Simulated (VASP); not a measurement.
# AlGa2 (P6_3/mmc) in VASP: further runs

Runs on AlGa2. Level: PBE. Tasks: single point, relaxation of cell and atoms.

Everything below comes from runs of VASP 6.6.1. Logs are shortened: lines on timing, memory, paths and dates and some standing lists are left out, and cuts for length are marked.

## 1. The cell of the first run

The structure is hexagonal, space group P6_3/mmc (No. 194). Conventional cell: a = 3.014 Å, b = 3.014 Å, c = 13.832 Å, α = 90.00°, β = 90.00°, γ = 120.00°. Within 3.7 Å of Al (site symmetry -3m) lie 6 Ga at 2.78 Å and 6 Al at 3.01 Å. Ga (site symmetry 3m) has 7 Ga at 2.57 to 3.01 Å and 3 Al at 2.78 Å within 3.4 Å.

The cell was generated, and may not be a known phase.

## 2. Single point, PBE

The input, INCAR:

```
SYSTEM = AlGa2
PREC     = Accurate       ! precision mode
ENCUT    = 520            ! plane-wave cutoff, eV
EDIFF    = 1E-6           ! SCF threshold, eV
ISMEAR   = 0              ! smearing method
SIGMA    = 0.1            ! smearing width, eV
LREAL    = .False.        ! projectors in reciprocal space
LASPH    = .True.         ! aspherical terms in the spheres
NELM     = 100            ! most SCF steps
ALGO     = Normal         ! electronic algorithm
ISIF     = 2              ! what is computed and relaxed
LWAVE    = .False.        ! write WAVECAR
LCHARG   = .False.        ! write CHGCAR
GGA      = PE             ! functional
NBANDS   = 38             ! bands
```

The input, KPOINTS:

```
regular mesh
0
Gamma
  6 6 1
  0 0 0
```

The input, POSCAR:

```
AlGa2
1.0
    3.0144307417     -0.0000000030      0.0000000000
   -1.5072153682      2.6105736018      0.0000000000
    0.0000000000      0.0000000000     13.8315705461
Al Ga
2 4
Direct
    0.0000000000      0.0000000000      0.0000000000
    0.0000000000      0.0000000000      0.5000000000
    0.3333333333      0.6666666667      0.8429871298
    0.3333333333      0.6666666667      0.6570128702
    0.6666666667      0.3333333333      0.1570128702
    0.6666666667      0.3333333333      0.3429871298
```

Potentials or basis: VASP PAW PBE potentials, release 64 (Al, Ga_d).

Run with:

```
cat potpaw_PBE.64/Al/POTCAR potpaw_PBE.64/Ga_d/POTCAR > POTCAR
mpirun -np 1 vasp_std > vasp.out
```

OUTCAR:

```text
SYSTEM = AlGa2
   PREC = Accurate
   ENCUT = 520
   EDIFF = 1E-6
   ISMEAR = 0
   LREAL = .False.
   LASPH = .True.
   NELM = 100
   ISIF = 2
   GGA = PE

 ion  position               nearest neighbor table
   1  0.000  0.000  0.000-   3 2.78   5 2.78   5 2.78   3 2.78   5 2.78   3 2.78
   2  0.000  0.000  0.500-   4 2.78   6 2.78   6 2.78   4 2.78   6 2.78   4 2.78
   3  0.333  0.667  0.843-   4 2.57   1 2.78   1 2.78   1 2.78
   4  0.333  0.667  0.657-   3 2.57   2 2.78   2 2.78   2 2.78
   5  0.667  0.333  0.157-   6 2.57   1 2.78   1 2.78   1 2.78
   6  0.667  0.333  0.343-   5 2.57   2 2.78   2 2.78   2 2.78

  LATTYP: Found a hexagonal cell.
 ALAT       =     3.0144307417
 C/A-ratio  =     4.5884519272

  Lattice vectors:

 A1 = (   3.0144307417,  -0.0000000030,   0.0000000000)
 A2 = (  -1.5072153682,   2.6105736018,   0.0000000000)
 A3 = (   0.0000000000,   0.0000000000,  13.8315705461)

Analysis of symmetry for initial positions (statically):
=====================================================================
 Subroutine PRICEL returns:
 Original cell was already a primitive cell.

 Routine SETGRP: Setting up the symmetry group for a
 hexagonal supercell.

 Subroutine GETGRP returns: Found 24 space group operations
 (whereof 12 operations were pure point group operations)
 out of a pool of 24 trial point group operations.

The static configuration has the point symmetry D_3d.
 The point group associated with its full space group is D_6h.

Analysis of symmetry for dynamics (positions and initial velocities):
=====================================================================
 Subroutine PRICEL returns:
 Original cell was already a primitive cell.

 Routine SETGRP: Setting up the symmetry group for a
 hexagonal supercell.

 Subroutine GETGRP returns: Found 24 space group operations
 (whereof 12 operations were pure point group operations)
 out of a pool of 24 trial point group operations.

The dynamic configuration has the point symmetry D_3d.
 The point group associated with its full space group is D_6h.

 Subroutine INISYM returns: Found 24 space group operations
 (whereof 12 operations are pure point group operations),
 and found     1 'primitive' translations

----------------------------------------------------------------------------------------

                                     Primitive cell

  volume of cell :     108.8461

  direct lattice vectors                    reciprocal lattice vectors
     3.014430742 -0.000000003  0.000000000     0.331737594  0.191528789  0.000000000
    -1.507215368  2.610573602  0.000000000     0.000000000  0.383057578  0.000000000
     0.000000000  0.000000000 13.831570546     0.000000000  0.000000000  0.072298370

  length of vectors
     3.014430742  3.014430742 13.831570546     0.383057578  0.383057578  0.072298370

  position of ions in fractional coordinates (direct lattice)
     0.000000000  0.000000000  0.000000000
     0.000000000  0.000000000  0.500000000
     0.333333333  0.666666667  0.842987130
     0.333333333  0.666666667  0.657012870
     0.666666667  0.333333333  0.157012870
     0.666666667  0.333333333  0.342987130

  ion indices of the primitive-cell ions
   primitive index   ion index
                 1           1
                 2           2
                 3           3
                 4           4
                 5           5
                 6           6

----------------------------------------------------------------------------------------

 KPOINTS: regular mesh

Automatic generation of k-mesh.
 Grid dimensions read from file:
 generate k-points for:    6    6    1

 Generating k-lattice:

  Cartesian coordinates                     Fractional coordinates (reciprocal lattice)
     0.055289599  0.031921465  0.000000000     0.166666667 -0.000000000  0.000000000
     0.000000000  0.063842930  0.000000000    -0.000000000  0.166666667  0.000000000
     0.000000000  0.000000000  0.072298370     0.000000000  0.000000000  1.000000000

  Length of vectors
     0.063842930  0.063842930  0.072298370

  Shift w.r.t. Gamma in fractional coordinates (k-lattice)
     0.000000000  0.000000000  0.000000000

 Subroutine IBZKPT returns following result:
 ===========================================

 Found      7 irreducible k-points:

 Following reciprocal coordinates:
            Coordinates               Weight
  0.000000  0.000000  0.000000      1.000000
  0.166667 -0.000000  0.000000      6.000000
  0.333333 -0.000000  0.000000      6.000000
  0.500000  0.000000  0.000000      3.000000
  0.166667  0.166667  0.000000      6.000000
  0.333333  0.166667  0.000000     12.000000
  0.333333  0.333333  0.000000      2.000000
   k-points           NKPTS =      7   k-points in BZ     NKDIM =      7   number of bands    NBANDS=     38
   number of dos      NEDOS =    301   number of ions     NIONS =      6
   total plane-waves  NPLWV =  62208
   dimension x,y,z NGX =    24 NGY =   24 NGZ =  108
   dimension x,y,z NGXF=    48 NGYF=   48 NGZF=  216
   ions per type =               2   4
   NGX,Y,Z   is equivalent  to a cutoff of  13.24, 13.24, 12.98 a.u.
   NGXF,Y,Z  is equivalent  to a cutoff of  26.47, 26.47, 25.96 a.u.
 SYSTEM =  AlGa2
   PREC   = accura    normal or accurate (medium, high low for compatibility)
   ISTART =      0    job   : 0-new  1-cont  2-samecut
   ICHARG =      2    charge: 1-file 2-atom 10-const
   ISPIN  =      1    spin polarized calculation?
   LNONCOLLINEAR =      F non collinear calculations
   LSORBIT =      F    spin-orbit coupling
   LASPH  =      T    aspherical Exc in radial PAW
   ENCUT  =  520.0 eV  38.22 Ry    6.18 a.u.   5.60  5.60 25.72*2*pi/ulx,y,z
   NELM   =    100;   NELMIN=  2; NELMDL= -5     # of ELM steps
   EDIFF  = 0.1E-05   stopping-criterion for ELM
   LREAL  =      F    real-space projection
   EDIFFG = 0.1E-04   stopping-criterion for IOM
   NSW    =      0    number of steps for IOM
   IBRION =     -1    ionic relax: 0-MD 1-quasi-New 2-CG
   NFREE  =      0    steps in history (QN), initial steepest desc. (CG)
   ISIF   =      2    stress and relaxation
   ISYM   =      2    0-nonsym 1-usesym 2-fastsym
   POTIM  = 0.5000    time-step for ionic-motion
   TEBEG  =    0.0;   TEEND  =   0.0 temperature during run
   PSTRESS=    0.0 pullay stress
   NELECT =      58.0000    total number of electrons
   NUPDOWN=      -1.0000    fix difference up-down
   EMIN   =  10.00;   EMAX   =-10.00  energy-range for DOS
   EFERMI =   0.00;   METHOD = LEGACY
   ISMEAR =     0;   SIGMA  =   0.10  broadening in eV -4-tet -1-fermi 0-gaus
   EFERMI_NEDOS =   21; number of points for ismear=-14 and -15
   IALGO  =     38    algorithm
   IMIX   =      4    mixing-type and parameters
     AMIX     =   0.40;   BMIX     =  1.00
     AMIX_MAG =   1.60;   BMIX_MAG =  1.00
  volume/ion in A,a.u.               =      18.14       122.42
  Fermi-wavevector in a.u.,A,eV,Ry     =   1.327231  2.508103 23.967243  1.761543
  Thomas-Fermi vector in A             =   2.456559
   LORBIT       =      0    0 simple, 1 ext, 2 COOP (PROOUT), +10 PAW based schemes
   GGA     = PE    functional components
   LHFCALC =     F    Hartree Fock is set to
   AEXX    =    0.0000 exact exchange contribution
   IVDW    =     0    specifies the selected vdW correction
   LEPSILON=     F    determine dielectric tensor
   LRPA    =     F    only Hartree local field effects (RPA)
 non-spin polarized calculation
 Gauss-broadening in eV      SIGMA  =   0.10
  energy-cutoff  :      520.00
  volume of cell :      108.85
 maximum number of plane-waves:      2991
 NGX is ok and might be reduce to    24
   NGX = 11   NGY = 11   NGZ = 51

 number of electron      57.9999996 magnetization

 Free energy of the ion-electron system (eV)
  ---------------------------------------------------
  ext. energy  EPLUGINS =         0.00000000
  ---------------------------------------------------
  free energy    TOTEN  =       -19.27611189 eV

  energy without entropy =      -19.27022235  energy(sigma->0) =      -19.27316712

 E-fermi :   6.1781     XC(G=0): -10.7203

 val. band max:        5.8422325453   @ k =   0.3333   0.1667   0.0000
 cond. band min:       6.2465418314   @ k =   0.3333  -0.0000   0.0000
 fundamental gap:      0.4043092861
 Fermi energy:         6.1781347183

 k-point     1 :       0.0000    0.0000    0.0000
  band No.  band energies     occupation
      1      -8.7871      2.00000
      2      -8.7766      2.00000
      3      -8.6479      2.00000
      4      -8.6479      2.00000
      5      -8.6479      2.00000
      6      -8.6479      2.00000
[... 30 lines left out ...]
     37      15.8121      0.00000
     38      15.9527      0.00000

 k-point     2 :       0.1667   -0.0000    0.0000
  band No.  band energies     occupation
      1      -8.7640      2.00000
      2      -8.7550      2.00000
      3      -8.6617      2.00000
      4      -8.6610      2.00000
      5      -8.6452      2.00000
      6      -8.6451      2.00000
[... 30 lines left out ...]
     37      14.0883      0.00000
     38      14.3355      0.00000

 k-point     3 :       0.3333   -0.0000    0.0000
  band No.  band energies     occupation
      1      -8.7542      2.00000
      2      -8.7527      2.00000
      3      -8.6902      2.00000
      4      -8.6895      2.00000
      5      -8.6753      2.00000
      6      -8.6668      2.00000
[... 30 lines left out ...]
     37      11.8128      0.00000
     38      12.2952      0.00000

 k-point     4 :       0.5000    0.0000    0.0000
  band No.  band energies     occupation
      1      -8.7698      2.00000
      2      -8.7694      2.00000
      3      -8.7141      2.00000
      4      -8.7131      2.00000
      5      -8.7101      2.00000
      6      -8.7032      2.00000
[... 30 lines left out ...]
     37      11.6430      0.00000
     38      12.7313      0.00000

 k-point     5 :       0.1667    0.1667    0.0000
  band No.  band energies     occupation
      1      -8.7298      2.00000
      2      -8.7232      2.00000
      3      -8.6744      2.00000
      4      -8.6733      2.00000
      5      -8.6487      2.00000
      6      -8.6482      2.00000
[... 30 lines left out ...]
     37      10.8807      0.00000
     38      11.5338      0.00000

 k-point     6 :       0.3333    0.1667    0.0000
  band No.  band energies     occupation
      1      -8.7197      2.00000
      2      -8.7191      2.00000
      3      -8.6891      2.00000
      4      -8.6820      2.00000
      5      -8.6599      2.00000
      6      -8.6587      2.00000
[... 30 lines left out ...]
     37      10.0929      0.00000
     38      10.1971      0.00000

 k-point     7 :       0.3333    0.3333    0.0000
  band No.  band energies     occupation
      1      -8.6755      2.00000
      2      -8.6755      2.00000
      3      -8.6592      2.00000
      4      -8.6529      2.00000
      5      -8.6517      2.00000
      6      -8.6517      2.00000
[... 30 lines left out ...]
     37       9.2501      0.00000
     38       9.9811      0.00000

------------------------ aborting loop because EDIFF is reached ----------------------------------------

  FORCE on cell =-STRESS in cart. coord.  units (eV):
  Direction    XX          YY          ZZ          XY          YZ          ZX
  --------------------------------------------------------------------------------------
  -------------------------------------------------------------------------------------
  Total       -0.1610582     -0.1610582     -0.1428689     -0.0000000      0.0000000      0.0000000
  in kB       -2.3707227     -2.3707227     -2.1029818     -0.0000000      0.0000000      0.0000000
  external PRESSURE =      -2.2814757 kB  Pullay stress =       0.0000000 kB

 VOLUME and BASIS-vectors are now :
 -----------------------------------------------------------------------------
  energy-cutoff  :      520.00
  volume of cell :      108.85
      direct lattice vectors                 reciprocal lattice vectors
     3.014430742 -0.000000003  0.000000000     0.331737594  0.191528789  0.000000000
    -1.507215368  2.610573602  0.000000000     0.000000000  0.383057578  0.000000000
     0.000000000  0.000000000 13.831570546     0.000000000  0.000000000  0.072298370

 POSITION                                       TOTAL-FORCE (eV/Angst)
 -----------------------------------------------------------------------------------
      0.00000      0.00000      0.00000         0.000000      0.000000      0.000000
      0.00000      0.00000      6.91579         0.000000      0.000000      0.000000
      0.00000      1.74038     11.65984         0.000000      0.000000      0.006892
      0.00000      1.74038      9.08752         0.000000      0.000000     -0.006892
      1.50722      0.87019      2.17173        -0.000000     -0.000000     -0.006892
      1.50722      0.87019      4.74405        -0.000000     -0.000000      0.006892
 -----------------------------------------------------------------------------------
    total drift:                               -0.000000      0.000000      0.000000

  FREE ENERGIE OF THE ION-ELECTRON SYSTEM (eV)
  ---------------------------------------------------
  free  energy   TOTEN  =       -19.2761118923 eV

  energy  without entropy=      -19.2702223482  energy(sigma->0) =      -19.27316712
```

Wall time 18 s (1 thread of Intel Xeon 6975P-C (Granite Rapids), shared host); peak memory 0.23 GiB.

Results:

```
Free energy            : -19.2761 eV
Pressure               : -0.2 GPa
Largest force          : 0.007 eV/Å
Band gap on the k mesh : zero (bands 29 and 30 overlap by 3.73 eV)
```

Forces on the atoms (eV/Å):
```
Al   0.000  0.000  0.000
Al   0.000  0.000  0.000
Ga   0.000  0.000  0.007
Ga   0.000  0.000 -0.007
Ga   0.000  0.000 -0.007
Ga   0.000  0.000  0.007
```

Caveat: the k points lie up to 0.45 Å⁻¹ apart, too coarse for converged energies and pressures of a metal.

## 3. Single point, PBE

This run uses another cell than the first one.

Changes to INCAR since step 2:

```diff
@@ -3,3 +3,3 @@
 ENCUT    = 520            ! plane-wave cutoff, eV
-EDIFF    = 1E-6           ! SCF threshold, eV
+EDIFF    = 1E-7           ! SCF threshold, eV
 ISMEAR   = 0              ! smearing method
@@ -8,3 +8,3 @@
 LASPH    = .True.         ! aspherical terms in the spheres
-NELM     = 100            ! most SCF steps
+NELM     = 80             ! most SCF steps
 ALGO     = Normal         ! electronic algorithm
```

KPOINTS is that of step 2.

The input, POSCAR:

```
AlGa2
1.0
    2.8704078700      0.0000000000      0.0000000000
   -1.4352039300      2.4858461300      0.0000000000
    0.0000000000      0.0000000000     19.7028820300
Al Ga
2 4
Direct
    0.0000000000      0.0000000000      0.0000000000
    0.0000000000      0.0000000000      0.5000000000
    0.3333333300      0.6666666700      0.9363430100
    0.3333333300      0.6666666700      0.5636569900
    0.6666666700      0.3333333300      0.0636569900
    0.6666666700      0.3333333300      0.4363430100
```

Potentials or basis: VASP PAW PBE potentials, release 64 (Al, Ga_d).

Run with:

```
cat potpaw_PBE.64/Al/POTCAR potpaw_PBE.64/Ga_d/POTCAR > POTCAR
mpirun -np 1 vasp_std > vasp.out
```

OUTCAR:

```text
SYSTEM = AlGa2
   PREC = Accurate
   ENCUT = 520
   EDIFF = 1E-7
   ISMEAR = 0
   LREAL = .False.
   LASPH = .True.
   NELM = 80
   ISIF = 2
   GGA = PE

 ion  position               nearest neighbor table
   1  0.000  0.000  0.000-   3 2.08   5 2.08   3 2.08   5 2.08   5 2.08   3 2.08
   2  0.000  0.000  0.500-   4 2.08   6 2.08   4 2.08   6 2.08   6 2.08   4 2.08
   3  0.333  0.667  0.936-   1 2.08   1 2.08   1 2.08
   4  0.333  0.667  0.564-   2 2.08   2 2.08   2 2.08
   5  0.667  0.333  0.064-   1 2.08   1 2.08   1 2.08
   6  0.667  0.333  0.436-   2 2.08   2 2.08   2 2.08
[... 477 lines left out ...]
  -------------------------------------------------------------------------------------
  Total       51.8338158     51.8338157     49.4882003      0.0000001      0.0000000      0.0000000
  in kB      590.7124874    590.7124852    563.9812040      0.0000012      0.0000000      0.0000000
  external PRESSURE =     581.8020588 kB  Pullay stress =       0.0000000 kB

 VOLUME and BASIS-vectors are now :
 -----------------------------------------------------------------------------
  energy-cutoff  :      520.00
  volume of cell :      140.59
      direct lattice vectors                 reciprocal lattice vectors
     2.870407870  0.000000000  0.000000000     0.348382545  0.201138756  0.000000000
    -1.435203930  2.485846130  0.000000000     0.000000000  0.402277513  0.000000000
     0.000000000  0.000000000 19.702882030     0.000000000  0.000000000  0.050753996

 POSITION                                       TOTAL-FORCE (eV/Angst)
 -----------------------------------------------------------------------------------
      0.00000      0.00000      0.00000         0.000000     -0.000000      0.000000
      0.00000      0.00000      9.85144         0.000000     -0.000000      0.000000
     -0.00000      1.65723     18.44866        -0.000000      0.000000     -9.885926
     -0.00000      1.65723     11.10567        -0.000000     -0.000000      9.885926
      1.43520      0.82862      1.25423         0.000000      0.000000      9.885926
      1.43520      0.82862      8.59721         0.000000     -0.000000     -9.885926
 -----------------------------------------------------------------------------------
    total drift:                                0.000000     -0.000000     -0.000000

  FREE ENERGIE OF THE ION-ELECTRON SYSTEM (eV)
  ---------------------------------------------------
  free  energy   TOTEN  =        -1.7523156818 eV

  energy  without entropy=       -1.7151965854  energy(sigma->0) =       -1.73375613
```

OSZICAR:

```text
N       E                     dE             d eps       ncg     rms          rms(c)
DAV:   1     0.513139202088E+03    0.51314E+03   -0.28765E+04   544   0.239E+03
DAV:   2     0.631537884011E+02   -0.44999E+03   -0.43501E+03   562   0.579E+02
DAV:   3    -0.351598065931E+01   -0.66670E+02   -0.64772E+02   634   0.167E+02
[... 11 lines left out ...]
DAV:  15    -0.175229295424E+01   -0.26101E-04   -0.29154E-05   592   0.351E-02    0.388E-02
DAV:  16    -0.175231646038E+01   -0.23506E-04   -0.46972E-05   572   0.230E-02    0.702E-03
DAV:  17    -0.175231549381E+01    0.96657E-06   -0.26232E-06   614   0.893E-03    0.303E-03
DAV:  18    -0.175231565959E+01   -0.16578E-06   -0.10212E-06   448   0.479E-03    0.330E-03
DAV:  19    -0.175231568183E+01   -0.22243E-07   -0.32155E-07   446   0.441E-03
   1 F= -.17523157E+01 E0= -.17337561E+01  d E =-.371191E-01
```

Wall time 34 s (1 thread of Intel Xeon 6975P-C (Granite Rapids), shared host); peak memory 0.27 GiB.

What came out:

```yaml
Free_energy: -1.7523 eV
Pressure: 58.2 GPa
Largest_force: 9.886 eV/Å
Band_gap_on_the_k_mesh: zero (bands 29 and 30 overlap by 4.75 eV)
```

Forces in eV/Å, atoms in the order of the input:
```
Al   0.000  0.000  0.000
Al   0.000  0.000  0.000
Ga   0.000  0.000 -9.886
Ga   0.000  0.000  9.886
Ga   0.000  0.000  9.886
Ga   0.000  0.000 -9.886
```

Levels at points of the mesh, in eV from the Fermi level:
```
           k point  band 26  band 27  band 28  band 29  band 30  band 31
(0.00, 0.00, 0.00)    -4.82    -0.56    -0.32     2.47     3.85     4.48
(0.50, 0.00, 0.00)    -4.71    -4.31    -4.31     0.59     0.61     1.37
```

Caveat: the k points lie up to 0.42 Å⁻¹ apart, too coarse for converged energies and pressures of a metal; forces of over 1 eV/Å act on the atoms, so gaps and moduli don't describe the material at rest.

(Part 1 of 2 ends here.)

The gap in the log of VASP goes by the Fermi energy; the results here count the filled bands.